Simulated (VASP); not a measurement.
# H2Pb (P4/nmm) in VASP: a series of runs, part 2 of 2

VASP 6.6.1.

## 4. Single point, PBE

This run uses another cell than the first one, of 13.75 Å³/atom.

File INCAR:

```
PREC     = Accurate       # precision mode
ENCUT    = 520            # plane-wave cutoff, eV
EDIFF    = 1E-7           # SCF threshold, eV
ISMEAR   = 0              # smearing method
SIGMA    = 0.1            # smearing width, eV
LREAL    = False          # projectors in reciprocal space
LASPH    = True           # aspherical terms in the spheres
NELM     = 80             # most SCF steps
ALGO     = Normal         # electronic algorithm
ISIF     = 2              # what is computed and relaxed
LWAVE    = False          # write WAVECAR
LCHARG   = True           # write CHGCAR
GGA      = PE             # functional
LELF     = True           # ELF
LVHAR    = True         
NBANDS   = 25             # bands
```

File KPOINTS:

```
regular mesh
0
Gamma
  10 10 6
```

File POSCAR:

```
H2Pb
1.0
    3.6353058044      0.0000000000      0.0000000000
    0.0000000000      3.6353058044      0.0000000000
    0.0000000000      0.0000000000      6.2426849708
H Pb
4 2
Direct
    0.5000000000      0.0000000000      0.3626905391
    0.5000000000      0.5000000000      0.0000000000
    0.0000000000      0.0000000000      0.0000000000
    0.0000000000      0.5000000000      0.6373094609
    0.5000000000      0.0000000000      0.7599089121
    0.0000000000      0.5000000000      0.2400910879
```

Potentials or basis: VASP PAW PBE potentials, release 64 (H, Pb_d).

Started as:

```sh
$ cat potpaw_PBE.64/H/POTCAR potpaw_PBE.64/Pb_d/POTCAR > POTCAR
$ mpirun -np 1 vasp_std > vasp.out
```

OUTCAR:

```text
PREC = Accurate
   ENCUT = 520
   EDIFF = 1E-7
   ISMEAR = 0
   LREAL = False
   LASPH = True
   NELM = 80
   ISIF = 2
   GGA = PE

 ion  position               nearest neighbor table
   1  0.500  0.000  0.363-   5 2.48
   2  0.500  0.500  0.000-   5 2.36   6 2.36   5 2.36   6 2.36
   3  0.000  0.000  0.000-   5 2.36   6 2.36   6 2.36   5 2.36
   4  0.000  0.500  0.637-   6 2.48
   5  0.500  0.000  0.760-   2 2.36   3 2.36   2 2.36   3 2.36   1 2.48   6 3.95   6 3.95   6 3.95
                             6 3.95   6 4.14   6 4.14   6 4.14   6 4.14
   6  0.000  0.500  0.240-   2 2.36   3 2.36   3 2.36   2 2.36   4 2.48   5 3.95   5 3.95   5 3.95
[... 884 lines left out ...]
  Total       -0.0527911     -0.0527911     -0.0565447      0.0000000      0.0000000      0.0000000
  in kB       -1.0252220     -1.0252220     -1.0981180      0.0000000      0.0000000      0.0000000
  external PRESSURE =      -1.0495207 kB  Pullay stress =       0.0000000 kB

 VOLUME and BASIS-vectors are now :
 -----------------------------------------------------------------------------
  energy-cutoff  :      520.00
  volume of cell :       82.50
      direct lattice vectors                 reciprocal lattice vectors
     3.635305804  0.000000000  0.000000000     0.275080022  0.000000000  0.000000000
     0.000000000  3.635305804  0.000000000     0.000000000  0.275080022  0.000000000
     0.000000000  0.000000000  6.242684971     0.000000000  0.000000000  0.160187484

 POSITION                                       TOTAL-FORCE (eV/Angst)
 -----------------------------------------------------------------------------------
      1.81765      0.00000      2.26416         0.000000     -0.000000     -0.001140
      1.81765      1.81765      0.00000         0.000000      0.000000      0.000000
      0.00000      0.00000      0.00000         0.000000     -0.000000      0.000000
      0.00000      1.81765      3.97852         0.000000      0.000000      0.001140
      1.81765      0.00000      4.74387        -0.000000     -0.000000     -0.001234
      0.00000      1.81765      1.49881         0.000000     -0.000000      0.001234
 -----------------------------------------------------------------------------------
    total drift:                                0.000000      0.000000      0.000000

  FREE ENERGIE OF THE ION-ELECTRON SYSTEM (eV)
  ---------------------------------------------------
  free  energy   TOTEN  =       -17.7212240984 eV

  energy  without entropy=      -17.7190985534  energy(sigma->0) =      -17.72016133
```

OSZICAR:

```text
N       E                     dE             d eps       ncg     rms          rms(c)
DAV:   1     0.307339713410E+03    0.30734E+03   -0.14914E+04  4200   0.142E+03
DAV:   2     0.552221176640E+01   -0.30182E+03   -0.28934E+03  4266   0.376E+02
DAV:   3    -0.179809751504E+02   -0.23503E+02   -0.22937E+02  5442   0.126E+02
DAV:   4    -0.187707757668E+02   -0.78980E+00   -0.78854E+00  4753   0.257E+01
DAV:   5    -0.188072018627E+02   -0.36426E-01   -0.36424E-01  6006   0.531E+00    0.527E+00
DAV:   6    -0.178734319155E+02    0.93377E+00   -0.52289E-01  5688   0.727E+00    0.229E+00
DAV:   7    -0.177139587522E+02    0.15947E+00   -0.59930E-01  6301   0.430E+00    0.501E-01
DAV:   8    -0.177204265653E+02   -0.64678E-02   -0.71732E-02  5131   0.265E+00    0.241E-01
DAV:   9    -0.177209374189E+02   -0.51085E-03   -0.38559E-03  5476   0.579E-01    0.105E-01
DAV:  10    -0.177212172058E+02   -0.27979E-03   -0.12407E-03  4631   0.182E-01    0.394E-02
DAV:  11    -0.177212227381E+02   -0.55324E-05   -0.11506E-04  6064   0.849E-02    0.716E-03
DAV:  12    -0.177212241687E+02   -0.14306E-05   -0.17612E-05  5402   0.205E-02    0.350E-03
DAV:  13    -0.177212239927E+02    0.17609E-06   -0.10510E-06  4202   0.791E-03    0.116E-03
DAV:  14    -0.177212241087E+02   -0.11602E-06   -0.93213E-08  3627   0.252E-03    0.396E-04
DAV:  15    -0.177212240984E+02    0.10225E-07   -0.25838E-08  2518   0.224E-03
   1 F= -.17721224E+02 E0= -.17720161E+02  d E =-.212555E-02
```

It took 2.5 min on 1 thread of Intel Xeon 6975P-C (Granite Rapids), shared host; peak memory 0.27 GiB.

What came out:

```
Free energy            : -17.7212 eV
Pressure               : -0.1 GPa
Band gap on the k mesh : zero (bands 16 and 17 overlap by 3.19 eV)
```

Levels at points of the mesh, in eV from the Fermi level:
```
           k point  band 12  band 13  band 14  band 15  band 16  band 17  band 18  band 19  band 20  band 21
(0.00, 0.00, 0.00)    -8.24    -5.57    -0.53    -0.46     2.20     2.46     2.46     4.57     5.17     5.17
(0.50, 0.00, 0.00)    -8.60    -3.92    -3.92    -2.87    -2.87     4.12     4.12     5.00     5.00     5.48
(0.50, 0.50, 0.00)    -6.80    -4.47    -4.47    -1.80    -1.80     0.36     0.36     1.76     1.76     2.06
(0.00, 0.00, 0.50)    -9.77    -2.46    -1.53    -0.46    -0.35     3.23     3.23     3.76     3.76     4.25
(0.50, 0.00, 0.50)    -8.37    -5.46    -5.46    -0.32    -0.32     2.52     2.52     5.06     5.06     5.99
(0.50, 0.50, 0.50)    -6.74    -4.23    -4.23    -2.40    -2.40    -0.99    -0.99     3.64     3.64     4.44
```

Caveat: spin-orbit coupling is left out, which moves the levels of the heavy elements.

## 5. Relaxation of cell and atoms, PBE

File INCAR:

```
SYSTEM = H2Pb
  PREC = Accurate
  ENCUT = 600
  EDIFF = 1E-7
  ISMEAR = 0
  SIGMA = 0.1
  LREAL = .False.
  LASPH = .True.
  NELM = 60
  ALGO = Normal
  ISIF = 3
  LWAVE = .False.
  LCHARG = .False.
  GGA = PE
  IBRION = 2
  NSW = 90
  EDIFFG = -0.04
```

File KPOINTS:

```
regular mesh
0
Gamma
  6 6 4
  0 0 0
```

File POSCAR:

```
H2Pb
1.0
    3.5356084600      0.0000000000      0.0000000000
    0.0000000000      3.5356084600      0.0000000000
    0.0000000000      0.0000000000      6.1957657600
H Pb
4 2
Direct
    0.5000000000      0.0000000000      0.3528180100
    0.5000000000      0.5000000000      0.0000000000
    0.0000000000      0.0000000000      0.0000000000
    0.0000000000      0.5000000000      0.6471819900
    0.5000000000      0.0000000000      0.7383260100
    0.0000000000      0.5000000000      0.2616739900
```

Started as:

```sh
$ cat potpaw_PBE.64/H/POTCAR potpaw_PBE.64/Pb_d/POTCAR > POTCAR
$ mpirun -np 1 vasp_std > vasp.out
```

Wall time 2.6 min (1 thread of Intel Xeon 6975P-C (Granite Rapids), shared host); peak memory 0.22 GiB.

Results (log left out):

```
Free energy                           : -17.7083 eV
Relaxed volume                        : 13.76 Å³/atom
Relaxed cell                          : a = 3.644 Å, b = 3.644 Å, c = 6.219 Å, α = 90.00°, β = 90.00°, γ = 90.00°
Space group after relaxing (to 0.1 Å) : P4/nmm (No. 129)
Energy gained by relaxing             : 23.2 meV/atom
Ionic steps                           : 4
Pressure after relaxing               : 0.0 GPa
Largest force after relaxing          : 0.026 eV/Å
Band gap on the k mesh                : zero (bands 16 and 17 overlap by 3.14 eV)
```

Forces in eV/Å, atoms in the order of the input:
```
H    0.000  0.000  0.026
H    0.000  0.000  0.000
H    0.000  0.000  0.000
H    0.000  0.000 -0.026
Pb   0.000  0.000  0.010
Pb   0.000  0.000 -0.010
```

Stress tensor (GPa, compression positive):
```
-0.07  0.00  0.00
 0.00 -0.07  0.00
 0.00  0.00  0.27
```

The path:
```
step  energy change (eV)  largest force (eV/Å)  pressure (GPa)  volume (Å³)
   1              0.0000                0.7574            1.49        77.45
   2             -0.0647                0.5912            0.79        78.80
   3             -0.1385                0.0513           -0.04        82.92
   4             -0.1390                0.0263            0.04        82.58
```

Final structure:
```
H Pb
1.0
     3.64389    0.00000    0.00000
     0.00000    3.64389    0.00000
     0.00000    0.00000    6.21910
H Pb
4 2
Direct
  0.50000 0.00000 0.35752
  0.50000 0.50000 0.00000
  0.00000 0.00000 0.00000
  0.00000 0.50000 0.64248
  0.50000 0.00000 0.76045
  0.00000 0.50000 0.23955
```

Levels at points of the mesh, in eV from the Fermi level:
```csv
k point,band 13,band 14,band 15,band 16,band 17,band 18,band 19,band 20
"(0.00, 0.00, 0.00)",-5.65,-0.69,-0.64,2.01,2.26,2.26,4.46,4.99
"(0.50, 0.00, 0.00)",-4.09,-4.09,-2.97,-2.97,3.88,3.88,4.79,4.79
"(0.50, 0.50, 0.00)",-4.64,-4.64,-1.93,-1.93,0.23,0.23,1.94,1.94
"(0.00, 0.00, 0.50)",-2.57,-1.60,-0.64,-0.49,3.03,3.03,3.59,3.59
"(0.50, 0.00, 0.50)",-5.61,-5.61,-0.46,-0.46,2.45,2.45,4.86,4.86
"(0.50, 0.50, 0.50)",-4.40,-4.40,-2.56,-2.56,-1.13,-1.13,3.47,3.47
```

Caveat: spin-orbit coupling is left out, which moves the levels of the heavy elements.

## 6. Relaxation of cell and atoms, PBE

This run uses another cell than the first one, of 13.64 Å³/atom.

File INCAR:

```
PREC = Accurate
ENCUT = 600
EDIFF = 1E-6
ISMEAR = 0
SIGMA = 0.1
LREAL = F
LASPH = T
NELM = 80
ALGO = Normal
ISIF = 3
LWAVE = F
LCHARG = F
GGA = PE
IBRION = 2
NSW = 100
EDIFFG = -0.01
```

File KPOINTS:

```
regular mesh
0
Gamma
  10 10 6
```

File POSCAR:

```
H2Pb
1.0
    3.6249639051      0.0000000000      0.0000000000
    0.0000000000      3.6249639051      0.0000000000
    0.0000000000      0.0000000000      6.2276168152
H Pb
4 2
Direct
    0.5000000000      0.0000000000      0.3588500972
    0.5000000000      0.5000000000      0.0000000000
    0.0000000000      0.0000000000      0.0000000000
    0.0000000000      0.5000000000      0.6411499028
    0.5000000000      0.0000000000      0.7594747414
    0.0000000000      0.5000000000      0.2405252586
```

Potentials or basis: VASP PAW PBE potentials, release 64 (H, Pb_d).

Started as:

```sh
$ cat potpaw_PBE.64/H/POTCAR potpaw_PBE.64/Pb_d/POTCAR > POTCAR
$ mpirun -np 1 vasp_std > vasp.out
```

It took 10 min on 1 thread of Intel Xeon 6975P-C (Granite Rapids), shared host; peak memory 0.31 GiB.

It converged, with:

```yaml
Free_energy: -17.7221 eV
Relaxed_volume: 13.73 Å³/atom
Relaxed_cell: a = 3.634 Å, b = 3.634 Å, c = 6.238 Å, α = 90.00°, β = 90.00°, γ = 90.00°
Space_group_after_relaxing_to_0.1_Å: P4/nmm (No. 129)
Energy_gained_by_relaxing: 0.2 meV/atom
Ionic_steps: 8
Pressure_after_relaxing: 0.0 GPa
Largest_force_after_relaxing: 0.007 eV/Å
Band_gap_on_the_k_mesh: zero (bands 16 and 17 overlap by 3.19 eV)
```

Forces in eV/Å, atoms in the order of the input:
```
H    0.000  0.000  0.007
H    0.000  0.000  0.000
H    0.000  0.000  0.000
H    0.000  0.000 -0.007
Pb   0.000  0.000  0.001
Pb   0.000  0.000 -0.001
```

The path:
```tsv
step	energy change (eV)	largest force (eV/Å)	pressure (GPa)	volume (Å³)
1	0.0000	0.0325	0.26	81.83
2	-0.0006	0.0301	0.22	82.10
3	-0.0008	0.0230	-0.24	82.90
4	-0.0009	0.0256	-0.09	82.61
5	-0.0011	0.0207	-0.05	82.59
6	-0.0011	0.0187	-0.02	82.58
7	-0.0012	0.0136	-0.02	82.53
8	-0.0014	0.0073	0.03	82.40
```

Final structure:
```yaml
crystal:
  lattice:
    - [3.63438, 0.00000, 0.00000]
    - [0.00000, 3.63438, 0.00000]
    - [0.00000, 0.00000, 6.23848]
  atoms:
    - { symbol: H, position: [0.50000, 0.00000, 0.36166] }
    - { symbol: H, position: [0.50000, 0.50000, 0.00000] }
    - { symbol: H, position: [0.00000, 0.00000, 0.00000] }
    - { symbol: H, position: [0.00000, 0.50000, 0.63834] }
    - { symbol: Pb, position: [0.50000, 0.00000, 0.75997] }
    - { symbol: Pb, position: [0.00000, 0.50000, 0.24003] }
```

Levels at points of the mesh, in eV from the Fermi level:
```csv
k point,band 14,band 15,band 16,band 17,band 18,band 19
"(0.00, 0.00, 0.00)",-0.53,-0.46,2.20,2.46,2.46,4.58
"(0.50, 0.00, 0.00)",-3.93,-2.86,-2.86,4.11,4.11,5.00
"(0.50, 0.50, 0.00)",-4.47,-1.80,-1.80,0.36,0.36,1.75
"(0.00, 0.00, 0.50)",-1.51,-0.46,-0.34,3.23,3.23,3.76
"(0.50, 0.00, 0.50)",-5.47,-0.32,-0.32,2.54,2.54,5.07
"(0.50, 0.50, 0.50)",-4.24,-2.41,-2.41,-0.99,-0.99,3.64
```

Caveat: spin-orbit coupling is left out, which moves the levels of the heavy elements.

## 7. The runs side by side

```csv
task,cell,k mesh,cutoff (eV),gap on the mesh (eV),pressure (GPa),relaxed volume (Å³/atom),largest force (eV/Å)
single point,"a = 3.536, b = 3.536, c = 6.196 Å, 6 atoms, atomic positions A",6 × 6 × 4,520,none,1.4,-,0.76
single point,"a = 3.625, b = 3.625, c = 6.228 Å, 6 atoms, atomic positions B",6 × 6 × 4,520,none,0.2,-,0.02
single point,"a = 3.635, b = 3.635, c = 6.243 Å, 6 atoms, atomic positions C",10 × 10 × 6,520,none,-0.1,-,-
relaxation of cell and atoms,"relaxed from a = 3.536, b = 3.536, c = 6.196 Å, 6 atoms, atomic positions A",6 × 6 × 4,600,none,0.0,13.76,0.03
relaxation of cell and atoms,"relaxed from a = 3.625, b = 3.625, c = 6.228 Å, 6 atoms, atomic positions B",10 × 10 × 6,600,none,0.0,13.73,0.01
```

Alike in all rows: level PBE; potentials or basis VASP PAW PBE potentials, release 64 (H, Pb_d); no spin polarisation; smearing gaussian 0.1 eV.

Caveats: spin-orbit coupling is left out, which moves the levels of the heavy elements.

Total energies depend on the potentials used, so only differences within one code and one set of settings carry meaning.
